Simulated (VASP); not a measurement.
# H2CO in VASP: a series of runs

The runs below take H2CO through single point, with PBE+D3(BJ).

Program: VASP 6.6.1. These are calculated values, not measurements. Logs are shortened: lines on timing, memory, paths and dates and some standing lists are left out, and cuts for length are marked.

**1. The cell of the first run**

The cell holds a disordered packing, 32 atoms: a = 8.754 Å, b = 8.754 Å, c = 8.754 Å, α = 90.00°, β = 90.00°, γ = 90.00°.

**2. Single point, PBE+D3(BJ)**

INCAR

```
SYSTEM = H2CO
PREC     = Accurate       ! precision mode
ENCUT    = 1000           ! plane-wave cutoff, eV
EDIFF    = 1E-6           ! SCF threshold, eV
ISMEAR   = -1             ! smearing method
SIGMA    = 0.002          ! smearing width, eV
LREAL    = Auto         
LASPH    = .TRUE.         ! aspherical terms in the spheres
NELM     = 120            ! most SCF steps
ALGO     = Normal         ! electronic algorithm
ISIF     = 2              ! what is computed and relaxed
LWAVE    = .FALSE.        ! write WAVECAR
LCHARG   = .FALSE.        ! write CHGCAR
GGA      = PE             ! functional
IVDW     = 12             ! dispersion correction
NBANDS   = 70             ! bands
GGA_COMPAT= .FALSE.
```

KPOINTS

```
Automatic mesh
0
G
  1 1 1
  0 0 0
```

POSCAR

```
H2CO
1.0
    8.7538210000      0.0000000000      0.0000000000
    0.0000000000      8.7538210000      0.0000000000
    0.0000000000      0.0000000000      8.7538210000
C O H
8 8 16
Direct
    0.5406553321      0.7555900446      0.5461386519
    0.3406512425      0.2035568239      0.4227868036
    0.2805403492      0.8912907860      0.8160893397
    0.1539898977      0.5997952209      0.4082788533
    0.6073119384      0.6812796378      0.1397561134
    0.7716287550      0.2942486487      0.1335873786
    0.2764507065      0.4293096695      0.9299367670
    0.9330668288      0.0826610460      0.6975353963
    0.4161839727      0.7086276953      0.5510736397
    0.6697646662      0.7826410890      0.5535068629
    0.3176441465      0.0740819352      0.4562236308
    0.3568270359      0.3349508746      0.4073421195
    0.1823318069      0.8295577440      0.7501981135
    0.3894299415      0.9524526490      0.8630973834
    0.1172516550      0.5284777927      0.5160603581
    0.1768941814      0.6712154612      0.3001089467
    0.6506644356      0.6418568531      0.0373665397
    0.6428392813      0.6061581565      0.2331667508
    0.4733247344      0.6815423802      0.1449995379
    0.6306617419      0.8080014430      0.1767456748
    0.8178714187      0.2340920611      0.2396439224
    0.7206338809      0.4005907820      0.1702913505
    0.6795546768      0.2252502079      0.0791083117
    0.8661132093      0.3059349740      0.0461626986
    0.3726829690      0.3782234067      0.9971759761
    0.1936640011      0.3335800446      0.9107679949
    0.2987495403      0.4590109850      0.8113942472
    0.2293626977      0.5274839410      0.9910872064
    0.9875458957      0.1571428066      0.7894495444
    0.8123195574      0.1045029365      0.7035213537
    0.9473577310     -0.0281477083      0.7419617102
    0.9765449853      0.1119282654      0.5840192528
```

Potentials or basis: VASP PAW PBE potentials, release 64 (C_h, O_h, H_h).

Run with:

```console
$ cat potpaw_PBE.64/C_h/POTCAR potpaw_PBE.64/O_h/POTCAR potpaw_PBE.64/H_h/POTCAR > POTCAR
$ mpirun -np 1 vasp_gam > vasp.out
```

OUTCAR:

```text
SYSTEM = H2CO
   PREC = Accurate
   ENCUT = 1000
   EDIFF = 1E-6
   ISMEAR = -1
   LREAL = Auto
   LASPH = .TRUE.
   NELM = 120
   ISIF = 2
   GGA = PE
   IVDW = 12
 IVDW          = 12

 ion  position               nearest neighbor table
   1  0.541  0.756  0.546-  10 1.16   9 1.17
   2  0.341  0.204  0.423-  12 1.17  11 1.19
   3  0.281  0.891  0.816-  13 1.17  14 1.17
   4  0.154  0.600  0.408-  16 1.15  15 1.18
   5  0.607  0.681  0.140-  17 1.03  18 1.09  20 1.17  19 1.17
   6  0.772  0.294  0.134-  22 1.08  23 1.11  24 1.13  21 1.14
   7  0.276  0.429  0.930-  27 1.09  28 1.09  26 1.12  25 1.12
   8  0.933  0.083  0.698-  31 1.05  30 1.08  32 1.09  29 1.14
   9  0.416  0.709  0.551-   1 1.17
  10  0.670  0.783  0.554-   1 1.16
  11  0.318  0.074  0.456-   2 1.19
  12  0.357  0.335  0.407-   2 1.17
  13  0.182  0.830  0.750-   3 1.17
  14  0.389  0.952  0.863-   3 1.17
[... 16 lines left out ...]
  31  0.947  0.972  0.742-   8 1.05
  32  0.977  0.112  0.584-   8 1.09

  LATTYP: Found a simple cubic cell.
 ALAT       =     8.7538210000

  Lattice vectors:

 A1 = (   8.7538210000,   0.0000000000,   0.0000000000)
 A2 = (   0.0000000000,   8.7538210000,   0.0000000000)
 A3 = (   0.0000000000,   0.0000000000,   8.7538210000)

Analysis of symmetry for initial positions (statically):
=====================================================================
 Subroutine PRICEL returns:
 Original cell was already a primitive cell.

 Routine SETGRP: Setting up the symmetry group for a
 simple cubic supercell.

 Subroutine GETGRP returns: Found  1 space group operations
 (whereof  1 operations were pure point group operations)
 out of a pool of 48 trial point group operations.

The static configuration has the point symmetry C_1 .

Analysis of symmetry for dynamics (positions and initial velocities):
=====================================================================
 Subroutine PRICEL returns:
 Original cell was already a primitive cell.

 Routine SETGRP: Setting up the symmetry group for a
 simple cubic supercell.

 Subroutine GETGRP returns: Found  1 space group operations
 (whereof  1 operations were pure point group operations)
 out of a pool of 48 trial point group operations.

The dynamic configuration has the point symmetry C_1 .

 Subroutine INISYM returns: Found  1 space group operations
 (whereof  1 operations are pure point group operations),
 and found     1 'primitive' translations

----------------------------------------------------------------------------------------

                                     Primitive cell

  volume of cell :     670.7999

  direct lattice vectors                    reciprocal lattice vectors
     8.753821000  0.000000000  0.000000000     0.114235829  0.000000000  0.000000000
     0.000000000  8.753821000  0.000000000     0.000000000  0.114235829  0.000000000
     0.000000000  0.000000000  8.753821000     0.000000000  0.000000000  0.114235829

  length of vectors
     8.753821000  8.753821000  8.753821000     0.114235829  0.114235829  0.114235829

  position of ions in fractional coordinates (direct lattice)
     0.540655332  0.755590045  0.546138652
     0.340651243  0.203556824  0.422786804
     0.280540349  0.891290786  0.816089340
     0.153989898  0.599795221  0.408278853
     0.607311938  0.681279638  0.139756113
     0.771628755  0.294248649  0.133587379
[... 24 lines left out ...]
     0.947357731  0.971852292  0.741961710
     0.976544985  0.111928265  0.584019253

  ion indices of the primitive-cell ions
   primitive index   ion index
                 1           1
                 2           2
                 3           3
                 4           4
                 5           5
                 6           6
[... 24 lines left out ...]
                31          31
                32          32

----------------------------------------------------------------------------------------

 KPOINTS: Automatic mesh

Automatic generation of k-mesh.
 Grid dimensions read from file:
 generate k-points for:    1    1    1

[... 44 lines left out ...]
   TEBEG  =    0.0;   TEEND  =   0.0 temperature during run
   PSTRESS=    0.0 pullay stress
   NELECT =      96.0000    total number of electrons
   NUPDOWN=      -1.0000    fix difference up-down
   EMIN   =  10.00;   EMAX   =-10.00  energy-range for DOS
   EFERMI =   0.00;   METHOD = LEGACY
   ISMEAR =    -1;   SIGMA  =   0.00  broadening in eV -4-tet -1-fermi 0-gaus
   EFERMI_NEDOS =   21; number of points for ismear=-14 and -15
   IALGO  =     38    algorithm
   IMIX   =      4    mixing-type and parameters
     AMIX     =   0.40;   BMIX     =  1.00
     AMIX_MAG =   1.60;   BMIX_MAG =  1.00
  volume/ion in A,a.u.               =      20.96       141.46
  Fermi-wavevector in a.u.,A,eV,Ry     =   0.856316  1.618203  9.976849  0.733278
  Thomas-Fermi vector in A             =   1.973200
   LORBIT       =      0    0 simple, 1 ext, 2 COOP (PROOUT), +10 PAW based schemes
   GGA     = PE    functional components
   LHFCALC =     F    Hartree Fock is set to
   AEXX    =    0.0000 exact exchange contribution
   IVDW    =    12    specifies the selected vdW correction
   LEPSILON=     F    determine dielectric tensor
   LRPA    =     F    only Hartree local field effects (RPA)
 non-spin polarized calculation
  energy-cutoff  :     1000.00
  volume of cell :      670.80
 maximum number of plane-waves:     24149
 NGX is ok and might be reduce to    90
   NGX = 45   NGY = 45   NGZ = 45

 number of electron      96.0000000 magnetization

 Free energy of the ion-electron system (eV)
  ---------------------------------------------------
  ext. energy  EPLUGINS =         0.00000000
  ---------------------------------------------------
  free energy    TOTEN  =      -188.24302246 eV

  energy without entropy =     -188.24302246  energy(sigma->0) =     -188.24302246

 E-fermi :  -6.1345     XC(G=0):  -4.9847

 val. band max:       -6.2636170298   @ k =   0.0000   0.0000   0.0000
 cond. band min:       0.0429818108   @ k =   0.0000   0.0000   0.0000
 fundamental gap:      6.3065988406
 Fermi energy:        -6.1344710957

 k-point     1 :       0.0000    0.0000    0.0000
  band No.  band energies     occupation
      1     -27.0137      2.00000
      2     -26.9825      2.00000
      3     -26.7643      2.00000
      4     -26.6203      2.00000
      5     -25.9478      2.00000
      6     -25.8755      2.00000
[... 52 lines left out ...]
     59       2.4476      0.00000
     60       2.5394      0.00000
 [bands above 60 left out]

------------------------ aborting loop because EDIFF is reached ----------------------------------------

 Edisp (eV)   -0.80411

 E8    (eV) :    -0.1827

  FORCE on cell =-STRESS in cart. coord.  units (eV):
  Direction    XX          YY          ZZ          XY          YZ          ZX
  --------------------------------------------------------------------------------------
  -------------------------------------------------------------------------------------
  Total       1.12465    -1.48142    -1.60339    -0.44129    -0.64641    -1.80115
  in kB       2.68617    -3.53830    -3.82963    -1.05399    -1.54393    -4.30198
  external pressure =       -1.56 kB  Pullay stress =        0.00 kB

 VOLUME and BASIS-vectors are now :
 -----------------------------------------------------------------------------
  energy-cutoff  :     1000.00
  volume of cell :      670.80
      direct lattice vectors                 reciprocal lattice vectors
     8.753821000  0.000000000  0.000000000     0.114235829  0.000000000  0.000000000
     0.000000000  8.753821000  0.000000000     0.000000000  0.114235829  0.000000000
     0.000000000  0.000000000  8.753821000     0.000000000  0.000000000  0.114235829

 POSITION                                       TOTAL-FORCE (eV/Angst)
 -----------------------------------------------------------------------------------
      4.73280      6.61430      4.78080        -0.301401     -1.193780      0.572293
      2.98200      1.78190      3.70100        -0.619404     -1.355662      1.360870
      2.45580      7.80220      7.14390         0.298994     -0.203963     -1.182225
      1.34800      5.25050      3.57400        -1.234232     -1.112231      1.817637
      5.31630      5.96380      1.22340        -3.137112      2.624907      3.455017
      6.75470      2.57580      1.16940         0.695041     -1.355539      0.028972
[... 24 lines left out ...]
      8.29300      8.50742      6.49500         0.456604     -1.617276     -0.245590
      8.54850      0.97980      5.11240         0.181677     -0.426089      0.136970
 -----------------------------------------------------------------------------------
    total drift:                               -0.000528     -0.002606     -0.001076

  FREE ENERGIE OF THE ION-ELECTRON SYSTEM (eV)
  ---------------------------------------------------
  free  energy   TOTEN  =      -189.0471284641 eV

  energy  without entropy=     -189.0471284641  energy(sigma->0) =     -189.04712846
```

Run time: 1.9 min. Hardware: 1 thread of AMD EPYC 9R45 (Zen 5), shared host; peak memory 1.2 GiB.

What came out:

```yaml
Free_energy: -189.0471 eV
Pressure: -0.2 GPa
Largest_force: 5.354 eV/Å
Band_gap_on_the_k_mesh: 6.31 eV
Dispersion_energy_per_atom: -0.025 eV
```

Forces on the atoms (eV/Å):
```
C   -0.301 -1.194  0.572
C   -0.619 -1.356  1.361
C    0.299 -0.204 -1.182
C   -1.234 -1.112  1.818
C   -3.137  2.625  3.455
C    0.695 -1.356  0.029
C   -0.267 -1.374  0.130
C    0.361  2.121  1.249
O   -0.781  0.278 -0.307
O    1.293  0.922 -0.284
O    0.433  1.198 -0.803
O    0.339  0.063 -0.600
O   -0.438 -0.143  0.562
O    0.155  0.272  0.708
O    0.348  0.213 -0.304
O    0.671  0.945 -1.519
H    0.810 -0.300 -2.089
H    0.137  0.080  0.065
H    1.848 -0.352 -0.462
H    0.263 -1.890 -0.946
H   -0.458  0.423 -1.121
H    0.156  0.458 -0.114
H    0.416  0.094  0.358
H   -0.750  0.218  0.833
H   -0.272  0.539 -0.733
H   -0.017  0.620  0.670
H    0.794  0.379 -0.090
H   -0.246 -0.159  0.017
H   -0.385 -0.300 -1.031
H   -0.751  0.338 -0.132
H    0.457 -1.617 -0.246
H    0.182 -0.426  0.137
```

Levels at points of the mesh, in eV from the valence-band top:
```
           k point  band 44  band 45  band 46  band 47  band 48  band 49  band 50  band 51  band 52  band 53
(0.00, 0.00, 0.00)    -0.20    -0.17    -0.13    -0.10     0.00     6.31     7.29     7.40     7.66     7.80
```

Caveat: the k points lie up to 0.72 Å⁻¹ apart; the atoms stand as in a frame of molecular dynamics.

(Continued in part 2 of 2.)
